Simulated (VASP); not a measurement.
# Ti8HO16 (a cell with a defect) in VASP: a series of runs, part 2 of 2

VASP 6.6.1. The steps go on from the part before.

## (4) Single point, r2SCAN (with an interstitial atom, then relaxed in part)

Contents of POSCAR:

```
Ti8HO16
1.0
    4.5964475549     -4.5964475549      0.0000000000
   -4.5964475549     -4.5964475549      0.0000000000
    0.0000000000      4.5964475549     -5.9081090620
Ti O H
8 16 1
Direct
    0.7331827175      0.2309370446      0.4880032178
    0.5177001753      1.0024887279      1.0004748143
    0.2723931284      0.7568041945      0.5093751226
    1.0003947913      0.4976340711      1.0218268644
    0.1298022305      0.1176895062      0.2554569151
    0.9032629245      0.8997461220      0.7548595275
    0.6293736461      0.6172642667      0.2541695285
    0.3532275082      0.3751110310      0.7547769717
    0.6275310993      0.9299325034      0.2511387171
    0.3925306868      0.6811266913      0.7550623354
    0.1314738528      0.4337915014      0.2588682481
    0.8821973572      0.1894823827      0.7549412671
    0.0496249485      0.2613250389      0.5060895859
    0.8077833612      1.0136859877      1.0051486149
    0.5576622744      0.7635852543      0.5049209626
    0.2986056684      0.5101523340      1.0038815257
    0.1986856177      0.9987204159      0.0066191974
    0.9470687863      0.7470038796      0.5033771901
    0.6931203878      0.4960319784      0.0043221329
    0.4437363997      0.2467905344      0.5057391101
    0.6190475687      0.3226638745      0.2552346257
    0.3674445316      0.0730081762      0.7549779265
    0.1189247138      0.8223837882      0.2547392255
    0.8402488850      0.5851434137      0.7550915972
    0.6910208803      0.6041182530      0.7554603675
```

Contents of INCAR.step1:

```
SYSTEM = Ti8HO16
ALGO = Normal
EDIFF = 1E-4
ENCUT = 520
GGA = PE
ISMEAR = 0
LASPH = .True.
LCHARG = .False.
LREAL = Auto
LWAVE = .True.
NBANDS = 114
NELECT = 192.0
NELM = 60
PREC = Accurate
SIGMA = 0.02
```

Contents of INCAR.step2:

```
SYSTEM = Ti8HO16
ALGO = Normal
EDIFF = 1E-7
ENCUT = 520
ISIF = 2
ISMEAR = 0
ISTART = 1
LASPH = .True.
LCHARG = .True.
LELF = .True.
LMIXTAU = .True.
LREAL = Auto
LVHAR = .True.
LWAVE = .False.
METAGGA = R2SCAN
NBANDS = 114
NELECT = 192.0
NELM = 60
PREC = Accurate
SIGMA = 0.02
```

Contents of KPOINTS:

```
k-points
0
Gamma
  2 2 2
  0 0 0
```

Run with:

```sh
> cat potpaw_PBE.64/Ti_sv/POTCAR potpaw_PBE.64/O/POTCAR potpaw_PBE.64/H/POTCAR > POTCAR
> cp INCAR.step1 INCAR
> mpirun -np 1 vasp_std > vasp.out
> cp INCAR.step2 INCAR
> mpirun -np 1 vasp_std > vasp.out
```

Run time: 32 min. Hardware: 1 thread of Intel Xeon Platinum 8488C (Sapphire Rapids), shared host; peak memory 0.46 GiB.

The run converged. Its results:

```
Free energy   : -289.1017 eV
Largest force : 0.166 eV/Å
```

Forces on the atoms (eV/Å):
```
Ti  -0.040 -0.083 -0.136
Ti  -0.073  0.075 -0.035
Ti  -0.078  0.085  0.028
Ti  -0.034 -0.081  0.140
Ti  -0.067 -0.023 -0.018
Ti  -0.044  0.141  0.002
Ti  -0.059 -0.022  0.000
Ti   0.050 -0.073  0.003
O    0.087  0.070  0.071
O    0.052  0.024 -0.002
O    0.088  0.072 -0.071
O   -0.014 -0.008  0.002
O   -0.041  0.041  0.053
O    0.047 -0.050  0.030
O    0.054 -0.055 -0.030
O   -0.043  0.040 -0.047
O    0.094 -0.077 -0.034
O    0.097 -0.080  0.035
O    0.001 -0.002  0.042
O    0.002 -0.001 -0.042
O   -0.007 -0.004  0.017
O   -0.039 -0.027  0.003
O   -0.007  0.000 -0.011
O    0.102 -0.056  0.001
H   -0.127  0.095  0.000
```

Levels at points of the mesh, in eV from the Fermi level:
```
           k point  band 94  band 95  band 96  band 97  band 98  band 99
(0.00, 0.00, 0.00)    -0.75    -0.59    -0.11     2.35     2.67     2.88
(0.50, 0.00, 0.00)    -0.91    -0.69    -0.64     2.47     2.55     2.68
(0.00, 0.50, 0.50)    -0.85    -0.71    -0.60     2.54     2.60     2.72
(0.50, 0.00, 0.50)    -0.91    -0.69    -0.64     2.47     2.55     2.68
(0.00, 0.50, 0.00)    -0.85    -0.71    -0.60     2.54     2.60     2.72
(0.50, 0.50, 0.00)    -0.82    -0.74    -0.67     2.45     2.53     2.83
(0.50, 0.50, 0.50)    -0.84    -0.82    -0.82     2.43     2.43     2.86
(0.00, 0.00, 0.50)    -0.77    -0.62    -0.51     2.37     2.48     2.72
```

Caveat: the k points lie up to 0.55 Å⁻¹ apart; the cell carries a net charge on a neutralising background, which shifts energy and pressure; the cell differs from its parent crystal (with an interstitial atom, then relaxed in part); the cell is charged against a uniform background, so pressure and absolute levels hang on convention; the PAW data sets were made with another functional, which shifts forces and pressure a little.

## (5) Single point, r2SCAN

Contents of POSCAR:

```
Ti8HO16
1.0
    4.5964475549     -4.5964475549      0.0000000000
   -4.5964475549     -4.5964475549      0.0000000000
    0.0000000000      4.5964475549     -5.9081090620
Ti O H
8 16 1
Direct
    0.7266200514      0.2362818124      0.4887237134
    0.5199799782      1.0032838718      1.0006237085
    0.2694760769      0.7525595829      0.4994235836
    0.9880416584      0.4976020367      1.0113102073
    0.1252981961      0.1214045369      0.2500376998
    0.9028046455      0.8920424211      0.7500247462
    0.6254607823      0.6214805346      0.2500146806
    0.3485511659      0.3673776616      0.7500316859
    0.6372091721      0.9298362463      0.2492540311
    0.4212763481      0.6718861910      0.7500088359
    0.1379351155      0.4305889496      0.2507369083
    0.8893214633      0.1873106252      0.7499961415
    0.0505896860      0.2674110438      0.5018477095
    0.8091490282      1.0220673718      1.0029065032
    0.5562179013      0.7691382030      0.4970834101
    0.2987057616      0.5155660625      0.9981403420
    0.1976444644      0.9832331080     -0.0013782752
    0.9490147778      0.7346165957      0.5013768312
    0.6932197519      0.4822507398      0.0026817379
    0.4405479156      0.2295828195      0.4973129252
    0.6120283597      0.3202534652      0.2508425258
    0.3607826833      0.0659145305      0.7499881863
    0.1111786956      0.8194267418      0.2491694017
    0.8104749958      0.5857869105      0.7500184837
    0.6528237407      0.6172810748      0.7500127289
```

Contents of INCAR.step1:

```
PREC     = Accurate       # precision mode
ENCUT    = 520            # plane-wave cutoff, eV
ISMEAR   = 0              # smearing method
SIGMA    = 0.02           # smearing width, eV
LREAL    = Auto         
LASPH    = T              # aspherical terms in the spheres
NELM     = 80             # most SCF steps
NBANDS   = 114            # bands
NELECT   = 192.0        
GGA      = PE             # functional
ALGO     = Normal         # electronic algorithm
EDIFF    = 1E-4           # SCF threshold, eV
LWAVE    = T              # write WAVECAR
LCHARG   = F              # write CHGCAR
```

Contents of INCAR.step2:

```
PREC     = Accurate       # precision mode
ENCUT    = 520            # plane-wave cutoff, eV
EDIFF    = 1E-6           # SCF threshold, eV
ISMEAR   = 0              # smearing method
SIGMA    = 0.02           # smearing width, eV
LREAL    = Auto         
LASPH    = T              # aspherical terms in the spheres
NELM     = 80             # most SCF steps
ALGO     = Normal         # electronic algorithm
ISIF     = 2              # what is computed and relaxed
LWAVE    = F              # write WAVECAR
LCHARG   = T              # write CHGCAR
METAGGA  = R2SCAN         # meta-GGA
LMIXTAU  = T            
LELF     = T              # ELF
LVHAR    = T            
NBANDS   = 114            # bands
NELECT   = 192.0        
ISTART   = 1
```

Contents of KPOINTS:

```
regular mesh
0
Gamma
  2 2 2
```

Potentials or basis: VASP PAW PBE potentials, release 64 (Ti_sv, O, H).

Run with:

```sh
> cat potpaw_PBE.64/Ti_sv/POTCAR potpaw_PBE.64/O/POTCAR potpaw_PBE.64/H/POTCAR > POTCAR
> cp INCAR.step1 INCAR
> mpirun -np 1 vasp_std > vasp.out
> cp INCAR.step2 INCAR
> mpirun -np 1 vasp_std > vasp.out
```

OUTCAR:

```text
PREC = Accurate
   ENCUT = 520
   EDIFF = 1E-6
   ISMEAR = 0
   LREAL = Auto
   LASPH = T
   NELM = 80
   ISIF = 2
   METAGGA = R2SCAN
   NELECT = 192.0
   ISTART = 1

 ion  position               nearest neighbor table
   1  0.727  0.236  0.489-   9 1.87  20 1.89  21 1.93  12 1.95  13 2.07  24 2.12   2 2.89
   2  0.520  0.003  0.001-  14 1.88  22 1.93  21 1.95   9 1.95  10 2.00  17 2.09   1 2.89
   3  0.269  0.753  0.499-  15 1.88  22 1.93  23 1.95  11 1.95  10 2.00  18 2.09   4 2.89
   4  0.988  0.498  0.011-  11 1.87  19 1.89  23 1.93  12 1.95  16 2.07  24 2.12   3 2.89
   5  0.125  0.121  0.250-  20 1.92  14 1.93  23 1.96  17 1.97  13 1.98  11 2.01
   6  0.903  0.892  0.750-  17 1.85  18 1.85  12 1.92  14 2.07  15 2.07  24 2.08
   7  0.625  0.621  0.250-  19 1.92  15 1.93  21 1.96  18 1.97  16 1.98   9 2.01
   8  0.349  0.367  0.750-  16 1.86  13 1.86  22 1.96  10 2.04  19 2.06  20 2.06
   9  0.637  0.930  0.249-   1 1.87   2 1.95   7 2.01
  10  0.421  0.672  0.750-   3 2.00   2 2.00   8 2.04
  11  0.138  0.431  0.251-   4 1.87   3 1.95   5 2.01
  12  0.889  0.187  0.750-   6 1.92   1 1.95   4 1.95
  13  0.051  0.267  0.502-   8 1.86   5 1.98   1 2.07
  14  0.809  0.022  0.003-   2 1.88   5 1.93   6 2.07
  15  0.556  0.769  0.497-   3 1.88   7 1.93   6 2.07
  16  0.299  0.516  0.998-   8 1.86   7 1.98   4 2.07
  17  0.198  0.983  0.999-   6 1.85   5 1.97   2 2.09
  18  0.949  0.735  0.501-   6 1.85   7 1.97   3 2.09
  19  0.693  0.482  0.003-   4 1.89   7 1.92   8 2.06
  20  0.441  0.230  0.497-   1 1.89   5 1.92   8 2.06
  21  0.612  0.320  0.251-   1 1.93   2 1.95   7 1.96
  22  0.361  0.066  0.750-   2 1.93   3 1.93   8 1.96
  23  0.111  0.819  0.249-   4 1.93   3 1.95   5 1.96
  24  0.810  0.586  0.750-  25 1.05   6 2.08   4 2.12   1 2.12
  25  0.653  0.617  0.750-  24 1.05

  LATTYP: Found a body centered tetragonal cell.
 ALAT       =     6.5003584709
 C/A-ratio  =     1.8177794620

  Lattice vectors:

 A1 = (   4.5964475549,   0.0000000000,   5.9081090620)
 A2 = (  -4.5964475549,   0.0000000000,   5.9081090620)
 A3 = (   0.0000000000,  -4.5964475549,  -5.9081090620)

Analysis of symmetry for initial positions (statically):
=====================================================================
 Subroutine PRICEL returns:
 Original cell was already a primitive cell.

 Routine SETGRP: Setting up the symmetry group for a
 body centered tetragonal supercell.

 Subroutine GETGRP returns: Found  1 space group operations
 (whereof  1 operations were pure point group operations)
 out of a pool of 16 trial point group operations.

The static configuration has the point symmetry C_1 .

Analysis of symmetry for dynamics (positions and initial velocities):
=====================================================================
 Subroutine PRICEL returns:
 Original cell was already a primitive cell.

 Routine SETGRP: Setting up the symmetry group for a
 body centered tetragonal supercell.

 Subroutine GETGRP returns: Found  1 space group operations
 (whereof  1 operations were pure point group operations)
 out of a pool of 16 trial point group operations.

The dynamic configuration has the point symmetry C_1 .

 Subroutine INISYM returns: Found  1 space group operations
 (whereof  1 operations are pure point group operations),
[... 102 lines left out ...]
  0.500000  0.000000  0.500000      1.000000
  0.000000  0.500000  0.000000      1.000000
  0.500000  0.500000  0.000000      1.000000
  0.500000  0.500000  0.500000      1.000000
  0.000000  0.000000  0.500000      1.000000
   k-points           NKPTS =      8   k-points in BZ     NKDIM =      8   number of bands    NBANDS=    114
   number of dos      NEDOS =    301   number of ions     NIONS =     25
   total plane-waves  NPLWV = 129024
   dimension x,y,z NGX =    48 NGY =   48 NGZ =   56
   dimension x,y,z NGXF=    96 NGYF=   96 NGZF=  112
   ions per type =               8  16   1
   NGX,Y,Z   is equivalent  to a cutoff of  12.28, 12.28, 12.44 a.u.
   NGXF,Y,Z  is equivalent  to a cutoff of  24.55, 24.55, 24.87 a.u.
 SYSTEM =  unknown system
   PREC   = accura    normal or accurate (medium, high low for compatibility)
   ISTART =      1    job   : 0-new  1-cont  2-samecut
   ICHARG =      0    charge: 1-file 2-atom 10-const
   ISPIN  =      1    spin polarized calculation?
   LNONCOLLINEAR =      F non collinear calculations
   LSORBIT =      F    spin-orbit coupling
   LASPH  =      T    aspherical Exc in radial PAW
   ENCUT  =  520.0 eV  38.22 Ry    6.18 a.u.  12.09 12.09 13.92*2*pi/ulx,y,z
   NELM   =     80;   NELMIN=  2; NELMDL=  0     # of ELM steps
   EDIFF  = 0.1E-05   stopping-criterion for ELM
   LREAL  =      T    real-space projection
   EDIFFG = 0.1E-04   stopping-criterion for IOM
   NSW    =      0    number of steps for IOM
   IBRION =     -1    ionic relax: 0-MD 1-quasi-New 2-CG
   NFREE  =      0    steps in history (QN), initial steepest desc. (CG)
   ISIF   =      2    stress and relaxation
   ISYM   =      2    0-nonsym 1-usesym 2-fastsym
   POTIM  = 0.5000    time-step for ionic-motion
   TEBEG  =    0.0;   TEEND  =   0.0 temperature during run
   PSTRESS=    0.0 pullay stress
   NELECT =     192.0000    total number of electrons
   NUPDOWN=      -1.0000    fix difference up-down
   EMIN   =  10.00;   EMAX   =-10.00  energy-range for DOS
   EFERMI =   0.00;   METHOD = LEGACY
   ISMEAR =     0;   SIGMA  =   0.02  broadening in eV -4-tet -1-fermi 0-gaus
   EFERMI_NEDOS =   21; number of points for ismear=-14 and -15
   IALGO  =     38    algorithm
   IMIX   =      4    mixing-type and parameters
     AMIX     =   0.40;   BMIX     =  1.00
     AMIX_MAG =   1.60;   BMIX_MAG =  1.00
  volume/ion in A,a.u.               =       9.99        67.39
  Fermi-wavevector in a.u.,A,eV,Ry     =   1.499918  2.834434 30.609764  2.249754
  Thomas-Fermi vector in A             =   2.611486
   LORBIT       =      0    0 simple, 1 ext, 2 COOP (PROOUT), +10 PAW based schemes
   METAGGA = R2SCAN    functional components
   LHFCALC =     F    Hartree Fock is set to
   AEXX    =    0.0000 exact exchange contribution
   IVDW    =     0    specifies the selected vdW correction
   LEPSILON=     F    determine dielectric tensor
   LRPA    =     F    only Hartree local field effects (RPA)
 non-spin polarized calculation
 Gauss-broadening in eV      SIGMA  =   0.02
  energy-cutoff  :      520.00
  volume of cell :      249.65
 maximum number of plane-waves:      6754
   NGX = 25   NGY = 25   NGZ = 27

 number of electron     191.9999970 magnetization

 Free energy of the ion-electron system (eV)
  ---------------------------------------------------
  ext. energy  EPLUGINS =         0.00000000
  ---------------------------------------------------
  free energy    TOTEN  =      -288.93254112 eV

  energy without entropy =     -288.93254112  energy(sigma->0) =     -288.93254112

 E-fermi :   4.4926     XC(G=0): -12.1596

 val. band max:        4.3577412738   @ k =   0.0000   0.0000   0.0000
 cond. band min:       6.9322656621   @ k =   0.0000   0.0000   0.5000
 fundamental gap:      2.5745243884
 Fermi energy:         4.4925675437

 k-point     1 :       0.0000    0.0000    0.0000
  band No.  band energies     occupation
      1     -54.5245      2.00000
      2     -54.5196      2.00000
      3     -54.5009      2.00000
      4     -54.4901      2.00000
      5     -54.4704      2.00000
      6     -54.4522      2.00000
[... 877 lines left out ...]
    107       7.8367      0.00000
    108       7.9356      0.00000
 [bands above 108 left out]

------------------------ aborting loop because EDIFF is reached ----------------------------------------

  FORCE on cell =-STRESS in cart. coord.  units (eV):
  Direction    XX          YY          ZZ          XY          YZ          ZX
  --------------------------------------------------------------------------------------
  -------------------------------------------------------------------------------------
  Total      -12.2723100     -3.9977889     -3.2659815      1.0704573     -0.0020165     -0.0024350
  in kB      -78.7614645    -25.6570855    -20.9604782      6.8700012     -0.0129418     -0.0156272
  external PRESSURE =     -41.7930094 kB  Pullay stress =       0.0000000 kB

 VOLUME and BASIS-vectors are now :
 -----------------------------------------------------------------------------
  energy-cutoff  :      520.00
  volume of cell :      249.65
      direct lattice vectors                 reciprocal lattice vectors
     4.596447555 -4.596447555  0.000000000     0.108779660 -0.108779660 -0.084629447
    -4.596447555 -4.596447555  0.000000000    -0.108779660 -0.108779660 -0.084629447
     0.000000000  4.596447555 -5.908109062     0.000000000  0.000000000 -0.169258893

 POSITION                                       TOTAL-FORCE (eV/Angst)
 -----------------------------------------------------------------------------------
      2.25381     -2.17953     -2.88743         0.100167     -0.063502      0.035404
      2.37497     -2.40229     -0.00368        -0.008855      0.149702      0.159936
     -2.22047     -2.40216     -2.95065        -0.015649      0.142263     -0.152945
      2.25428     -6.77670     -0.06682         0.099226     -0.071631     -0.029771
      0.01790      0.01533     -1.47725         0.043927      0.066111     -0.006808
      0.04947     -4.80247     -4.43123        -0.184969     -0.000373      0.003170
[... 17 lines left out ...]
      1.03277     -2.97042     -4.43119        -0.039912     -0.007292      0.001741
      0.16337     -2.39058     -4.43116         0.682861     -0.377359     -0.000972
 -----------------------------------------------------------------------------------
    total drift:                               -0.021749     -0.010346      0.007775

  FREE ENERGIE OF THE ION-ELECTRON SYSTEM (eV)
  ---------------------------------------------------
  free  energy   TOTEN  =      -288.9325411195 eV

  energy  without entropy=     -288.9325411195  energy(sigma->0) =     -288.93254112
```

Run time: 12 min. Hardware: 1 thread of Intel Xeon 6975P-C (Granite Rapids), shared host; peak memory 0.45 GiB.

What came out:

```yaml
Free_energy: -288.9325 eV
Largest_force: 0.780 eV/Å
```

Forces on the atoms (eV/Å):
```
Ti   0.100 -0.064  0.035
Ti  -0.009  0.150  0.160
Ti  -0.016  0.142 -0.153
Ti   0.099 -0.072 -0.030
Ti   0.044  0.066 -0.007
Ti  -0.185  0.000  0.003
Ti   0.044  0.068  0.001
Ti   0.002 -0.202 -0.006
O    0.050  0.070  0.049
O   -0.434  0.245 -0.001
O    0.050  0.072 -0.051
O   -0.031 -0.025  0.000
O   -0.096  0.100  0.060
O    0.032 -0.035  0.058
O    0.035 -0.036 -0.059
O   -0.099  0.101 -0.061
O    0.044 -0.063 -0.069
O    0.045 -0.060  0.069
O   -0.074  0.005  0.070
O   -0.074  0.008 -0.069
O   -0.048 -0.016  0.002
O   -0.077 -0.054 -0.001
O   -0.046 -0.015 -0.002
O   -0.040 -0.007  0.002
H    0.683 -0.377 -0.001
```

Levels at points of the mesh, in eV from the Fermi level:
| k point | band 93 | band 94 | band 95 | band 96 | band 97 | band 98 | band 99 | band 100 |
| --- | --- | --- | --- | --- | --- | --- | --- | --- |
| (0.00, 0.00, 0.00) | -0.66 | -0.59 | -0.44 | -0.13 | 2.44 | 2.71 | 2.90 | 3.01 |
| (0.50, 0.00, 0.00) | -0.88 | -0.81 | -0.63 | -0.54 | 2.54 | 2.67 | 2.74 | 2.83 |
| (0.00, 0.50, 0.50) | -0.94 | -0.73 | -0.62 | -0.52 | 2.61 | 2.69 | 2.81 | 2.82 |
| (0.50, 0.00, 0.50) | -0.88 | -0.81 | -0.63 | -0.54 | 2.54 | 2.67 | 2.74 | 2.83 |
| (0.00, 0.50, 0.00) | -0.94 | -0.73 | -0.62 | -0.52 | 2.61 | 2.69 | 2.81 | 2.82 |
| (0.50, 0.50, 0.00) | -0.86 | -0.67 | -0.57 | -0.50 | 2.53 | 2.60 | 2.88 | 2.95 |
| (0.50, 0.50, 0.50) | -0.77 | -0.74 | -0.73 | -0.69 | 2.46 | 2.48 | 2.88 | 2.98 |
| (0.00, 0.00, 0.50) | -0.88 | -0.71 | -0.57 | -0.44 | 2.44 | 2.53 | 2.79 | 2.93 |

Caveat: the k points lie up to 0.55 Å⁻¹ apart; the cell carries a net charge on a neutralising background, which shifts energy and pressure; the cell is charged against a uniform background, so pressure and absolute levels hang on convention; the PAW data sets were made with another functional, which shifts forces and pressure a little.
